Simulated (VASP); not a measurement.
# C in VASP: further runs

The runs below take C through single point, relaxation of cell and atoms, with LDA, PBE+D4, PBE.

Program: VASP 6.6.1. These are calculated values, not measurements. Logs are shortened: lines on timing, memory, paths and dates and some standing lists are left out, and cuts for length are marked.

## (1) The cell of the first run

The cell holds a slab with vacuum, 2 atoms: a = 2.456 Å, b = 2.456 Å, c = 8.524 Å, α = 90.00°, β = 90.00°, γ = 120.00°.

## (2) Single point, LDA

Contents of INCAR:

```
PREC = Accurate ; ENCUT = 600
EDIFF = 1E-6 ; ISMEAR = 0
SIGMA = 0.05 ; LREAL = False
LASPH = True ; NELM = 120
ALGO = Normal ; ISIF = 2
LWAVE = False ; LCHARG = True
GGA = CA ; LELF = True
LVHAR = True ; NBANDS = 11
GGA_COMPAT = False
```

Contents of KPOINTS:

```
Automatic mesh
0
Gamma
  12 12 3
```

Contents of POSCAR:

```
C
1.0
    2.4561701622      0.0000000000      0.0000000000
   -1.2280850811      2.1271057565      0.0000000000
    0.0000000000      0.0000000000      8.5238033600
C
2
Direct
    0.6666666667      0.3333333333      0.0000000000
    0.3333333333      0.6666666667      0.0000000000
```

Potentials or basis: VASP PAW LDA potentials, release 64 (C).

The run is started by

```bash
$ cat potpaw_LDA.64/C/POTCAR > POTCAR
$ mpirun -np 1 vasp_std > vasp.out
```

OUTCAR:

```text
PREC = Accurate
   ENCUT = 600
   EDIFF = 1E-6
   ISMEAR = 0
   LREAL = False
   LASPH = True
   NELM = 120
   ISIF = 2
   GGA = CA

 ion  position               nearest neighbor table
   1  0.667  0.333  0.000-   2 1.42   2 1.42   2 1.42
   2  0.333  0.667  0.000-   1 1.42   1 1.42   1 1.42

  LATTYP: Found a hexagonal cell.
 ALAT       =     2.4561701622
 C/A-ratio  =     3.4703635323

  Lattice vectors:

 A1 = (   2.4561701622,   0.0000000000,   0.0000000000)
 A2 = (  -1.2280850811,   2.1271057565,   0.0000000000)
 A3 = (   0.0000000000,   0.0000000000,   8.5238033600)

Analysis of symmetry for initial positions (statically):
=====================================================================
 Subroutine PRICEL returns:
 Original cell was already a primitive cell.

 Routine SETGRP: Setting up the symmetry group for a
 hexagonal supercell.

 Subroutine GETGRP returns: Found 24 space group operations
 (whereof 24 operations were pure point group operations)
 out of a pool of 24 trial point group operations.

The static configuration has the point symmetry D_6h.

Analysis of symmetry for dynamics (positions and initial velocities):
=====================================================================
 Subroutine PRICEL returns:
 Original cell was already a primitive cell.

 Routine SETGRP: Setting up the symmetry group for a
 hexagonal supercell.

 Subroutine GETGRP returns: Found 24 space group operations
 (whereof 24 operations were pure point group operations)
 out of a pool of 24 trial point group operations.

The dynamic configuration has the point symmetry D_6h.

 Subroutine INISYM returns: Found 24 space group operations
 (whereof 24 operations are pure point group operations),
 and found     1 'primitive' translations

----------------------------------------------------------------------------------------

                                     Primitive cell

  volume of cell :      44.5329

  direct lattice vectors                    reciprocal lattice vectors
     2.456170162  0.000000000  0.000000000     0.407137916  0.235061185  0.000000000
    -1.228085081  2.127105756  0.000000000     0.000000000  0.470122370  0.000000000
     0.000000000  0.000000000  8.523803360     0.000000000  0.000000000  0.117318521

  length of vectors
     2.456170162  2.456170162  8.523803360     0.470122370  0.470122370  0.117318521

  position of ions in fractional coordinates (direct lattice)
     0.666666667  0.333333333  0.000000000
     0.333333333  0.666666667  0.000000000

[... 85 lines left out ...]
   TEBEG  =    0.0;   TEEND  =   0.0 temperature during run
   PSTRESS=    0.0 pullay stress
   NELECT =       8.0000    total number of electrons
   NUPDOWN=      -1.0000    fix difference up-down
   EMIN   =  10.00;   EMAX   =-10.00  energy-range for DOS
   EFERMI =   0.00;   METHOD = LEGACY
   ISMEAR =     0;   SIGMA  =   0.05  broadening in eV -4-tet -1-fermi 0-gaus
   EFERMI_NEDOS =   21; number of points for ismear=-14 and -15
   IALGO  =     38    algorithm
   IMIX   =      4    mixing-type and parameters
     AMIX     =   0.40;   BMIX     =  1.00
     AMIX_MAG =   1.60;   BMIX_MAG =  1.00
  volume/ion in A,a.u.               =      22.27       150.26
  Fermi-wavevector in a.u.,A,eV,Ry     =   0.923729  1.745594 11.609511  0.853275
  Thomas-Fermi vector in A             =   2.049397
   LORBIT       =      0    0 simple, 1 ext, 2 COOP (PROOUT), +10 PAW based schemes
   GGA     = CA    functional components
   LHFCALC =     F    Hartree Fock is set to
   AEXX    =    0.0000 exact exchange contribution
   IVDW    =     0    specifies the selected vdW correction
   LEPSILON=     F    determine dielectric tensor
   LRPA    =     F    only Hartree local field effects (RPA)
 non-spin polarized calculation
 Gauss-broadening in eV      SIGMA  =   0.05
  energy-cutoff  :      600.00
  volume of cell :       44.53
 maximum number of plane-waves:      1518
 NGX is ok and might be reduce to    20
   NGX =  9   NGY =  9   NGZ = 35

 number of electron       7.9999999 magnetization

 Free energy of the ion-electron system (eV)
  ---------------------------------------------------
  ext. energy  EPLUGINS =         0.00000000
  ---------------------------------------------------
  free energy    TOTEN  =       -20.17420738 eV

  energy without entropy =      -20.17342378  energy(sigma->0) =      -20.17381558

 E-fermi :  -0.8940     XC(G=0):  -5.1129

 val. band max:       -0.8940427812   @ k =   0.3333   0.3333   0.3333
 cond. band min:      -0.8939175461   @ k =   0.3333   0.3333   0.0000
 fundamental gap:      0.0001252351
 Fermi energy:        -0.8940010369

 k-point     1 :       0.0000    0.0000    0.0000
  band No.  band energies     occupation
      1     -20.2883      2.00000
      2      -8.6144      2.00000
      3      -3.9286      2.00000
      4      -3.9286      2.00000
      5       2.2368      0.00000
      6       4.5837      0.00000
      7       6.1967      0.00000
      8       7.4401      0.00000
      9       7.4401      0.00000
     10      10.5716      0.00000
     11      12.1628      0.00000
[... 309 lines left out ...]
 k-point    24 :       0.3333   -0.0000    0.3333
  band No.  band energies     occupation
      1     -17.7005      2.00000
      2     -10.4486      2.00000
      3      -6.6960      2.00000
      4      -5.5808      2.00000
      5       4.0214      0.00000
      6       6.1046      0.00000
      7       6.9566      0.00000
      8       7.1905      0.00000
      9      10.9433      0.00000
     10      14.1271      0.00000
     11      14.9593      0.00000

 [... further k-points ...]

------------------------ aborting loop because EDIFF is reached ----------------------------------------

  FORCE on cell =-STRESS in cart. coord.  units (eV):
  Direction    XX          YY          ZZ          XY          YZ          ZX
  --------------------------------------------------------------------------------------
  -------------------------------------------------------------------------------------
  Total       -0.5701503     -0.5701503     -0.0425050     -0.0000000      0.0000000      0.0000000
  in kB      -20.5125196    -20.5125196     -1.5292194     -0.0000000      0.0000000      0.0000000
  external PRESSURE =     -14.1847529 kB  Pullay stress =       0.0000000 kB

 VOLUME and BASIS-vectors are now :
 -----------------------------------------------------------------------------
  energy-cutoff  :      600.00
  volume of cell :       44.53
      direct lattice vectors                 reciprocal lattice vectors
     2.456170162  0.000000000  0.000000000     0.407137916  0.235061185  0.000000000
    -1.228085081  2.127105756  0.000000000     0.000000000  0.470122370  0.000000000
     0.000000000  0.000000000  8.523803360     0.000000000  0.000000000  0.117318521

 POSITION                                       TOTAL-FORCE (eV/Angst)
 -----------------------------------------------------------------------------------
      1.22809      0.70904      0.00000         0.000000     -0.000000      0.000000
     -0.00000      1.41807      0.00000        -0.000000      0.000000     -0.000000
 -----------------------------------------------------------------------------------
    total drift:                                0.000000     -0.000000     -0.000000

  FREE ENERGIE OF THE ION-ELECTRON SYSTEM (eV)
  ---------------------------------------------------
  free  energy   TOTEN  =       -20.1742073788 eV

  energy  without entropy=      -20.1734237833  energy(sigma->0) =      -20.17381558
```

stdout:

```text
POSCAR found type information on POSCAR C
 POSCAR found :  1 types and       2 ions
 scaLAPACK will be used
 LDA part: xc-table for (Slater(with rela. corr.)+CA(PZ))
 , standard interpolation
 POSCAR, INCAR and KPOINTS ok, starting setup
 FFT: planning ... GRIDC
 FFT: planning ... GRID_SOFT
 FFT: planning ... GRID
 WAVECAR not read
 entering main loop
```

Wall time 14 s (1 thread of Intel Xeon Platinum 8375C at 2.90GHz (Ice Lake), shared host); peak memory 0.14 GiB.

Results:

* Free energy: -20.1742 eV
* Band gap on the k mesh: zero (filled and empty bands touch)

Levels at points of the mesh, in eV from the Fermi level:
```tsv
k point	band 2	band 3	band 4	band 5	band 6	band 7
(0.00, 0.00, 0.00)	-7.72	-3.03	-3.03	3.13	5.48	7.09
(0.50, 0.00, 0.00)	-13.23	-6.44	-2.38	1.63	7.56	11.05
```

## (3) Relaxation of cell and atoms, PBE+D4

Contents of INCAR:

```
SYSTEM = C
ALGO = Normal
EDIFF = 1E-7
EDIFFG = -0.01
ENCUT = 910
GGA = PE
GGA_COMPAT = .FALSE.
IBRION = 2
ISIF = 3
ISMEAR = -1
IVDW = 13
LASPH = .TRUE.
LCHARG = .FALSE.
LREAL = .FALSE.
LWAVE = .FALSE.
NELM = 120
NELMIN = 4
NSW = 60
PREC = Accurate
SIGMA = 0.05
```

Contents of KPOINTS:

```
k-points
0
G
  12 12 3
  0 0 0
```

POSCAR is that of step 2.

Potentials or basis: VASP PAW PBE potentials, release 64 (C_h).

The run is started by

```bash
$ cat potpaw_PBE.64/C_h/POTCAR > POTCAR
$ mpirun -np 1 vasp_std > vasp.out
```

Wall time 75 s (1 thread of Intel Xeon 6975P-C (Granite Rapids), shared host); peak memory 0.21 GiB.

The run converged. Its results:

```yaml
Free_energy: -18.6982 eV
Relaxed_cell: a = 2.462 Å, b = 2.462 Å, c = 7.899 Å, α = 90.00°, β = 90.00°, γ = 120.00°
Space_group_after_relaxing_to_0.05_Å: P6/mmm (No. 191)
Energy_gained_by_relaxing: 1.3 meV/atom
Ionic_steps: 10
Band_gap_on_the_k_mesh: zero (filled and empty bands touch)
Dispersion_energy_per_atom: -0.108 eV
```

Step by step:
```tsv
step	energy change (eV)	largest force (eV/Å)	pressure (GPa)	volume (Å³)
1	0.0000	0.0000	0.73	44.53
2	0.0033	0.0000	-1.81	45.19
3	-0.0008	0.0000	-0.05	44.73
4	-0.0008	0.0000	-0.04	44.73
5	-0.0008	0.0000	-0.04	44.69
6	-0.0009	0.0000	-0.04	44.59
7	-0.0010	0.0000	-0.04	44.38
8	-0.0013	0.0000	-0.03	43.97
9	-0.0019	0.0000	-0.03	43.13
10	-0.0027	0.0000	-0.05	41.47
```

Final structure:
```
CELL_PARAMETERS angstrom
2.46225 0.00000 0.00000
-1.23113 2.13237 0.00000
0.00000 0.00000 7.89867
ATOMIC_POSITIONS crystal
C 0.66667 0.33333 0.00000
C 0.33333 0.66667 0.00000
```

Levels at points of the mesh, in eV from the Fermi level:
```
           k point  band 1  band 2  band 3  band 4  band 5  band 6  band 7  band 8
(0.00, 0.00, 0.00)  -19.56   -7.65   -3.06   -3.06    2.89    5.72    7.69    8.34
(0.50, 0.00, 0.00)  -14.30  -13.28   -6.44   -2.37    1.68    7.41   10.82   10.96
```

Caveat: the cutoff is under 1.25 times the usual one of these potentials, so pressure, stress and relaxed cells hold a basis-set (Pulay) error.

## (4) Single point, PBE

This run uses another cell than the first one, of 20.93 Å³/atom, 0.940 times its volume.

Contents of INCAR:

```
ALGO = Normal ; EDIFF = 1E-6
ENCUT = 600 ; GGA = PE
GGA_COMPAT = False ; ISIF = 2
ISMEAR = -1 ; LASPH = True
LCHARG = False ; LREAL = False
LWAVE = False ; NBANDS = 11
NELM = 120 ; PREC = Accurate
SIGMA = 0.05
```

Contents of KPOINTS:

```
k-points
0
Gamma
  12 12 3
```

Contents of POSCAR:

```
C
1.0
    2.4060301715      0.0000000000      0.0000000000
   -1.2030150858      2.0836832508      0.0000000000
    0.0000000000      0.0000000000      8.3497993649
C
2
Direct
    0.6666666667      0.3333333333      0.0000000000
    0.3333333333      0.6666666667      0.0000000000
```

Potentials or basis: VASP PAW PBE potentials, release 64 (C).

The run is started by

```bash
$ cat potpaw_PBE.64/C/POTCAR > POTCAR
$ mpirun -np 1 vasp_std > vasp.out
```

Wall time 16 s (1 thread of Intel Xeon Platinum 8488C (Sapphire Rapids), shared host); peak memory 0.16 GiB.

It converged, with:

```
Free energy            : -18.3587 eV
Band gap on the k mesh : zero (filled and empty bands touch)
```

Levels at points of the mesh, in eV from the Fermi level:
| k point | band 1 | band 2 | band 3 | band 4 | band 5 | band 6 | band 7 | band 8 |
| --- | --- | --- | --- | --- | --- | --- | --- | --- |
| (0.00, 0.00, 0.00) | -20.12 | -8.13 | -3.01 | -3.01 | 2.74 | 5.18 | 6.93 | 8.80 |
| (0.50, 0.00, 0.00) | -14.54 | -13.72 | -6.63 | -2.51 | 1.71 | 8.11 | 11.05 | 11.18 |

## (5) Overview

```tsv
task	level	potentials or basis	cell	cutoff (eV)	smearing	second run	gap on the mesh (eV)
single point	LDA	VASP PAW LDA potentials, release 64 (C)	a = 2.456, b = 2.456, c = 8.524 Å, angles 90.0, 90.0, 120.0°, 2 atoms	600	gaussian 0.05 eV	-	none
relaxation of cell and atoms	PBE+D4	VASP PAW PBE potentials, release 64 (C_h)	relaxed from a = 2.456, b = 2.456, c = 8.524 Å, angles 90.0, 90.0, 120.0°, 2 atoms	910	fermi-dirac 0.05 eV	hard_potentials	none
single point	PBE	VASP PAW PBE potentials, release 64 (C)	a = 2.406, b = 2.406, c = 8.350 Å, angles 90.0, 90.0, 120.0°, 2 atoms	600	fermi-dirac 0.05 eV	-	none
```

Alike in all rows: no spin polarisation; k mesh 12 × 12 × 3.

Caveats: the cutoff is under 1.25 times the usual one of these potentials, so pressure, stress and relaxed cells hold a basis-set (Pulay) error (some runs).

Absolute energies hang on the potentials; compare differences alone.
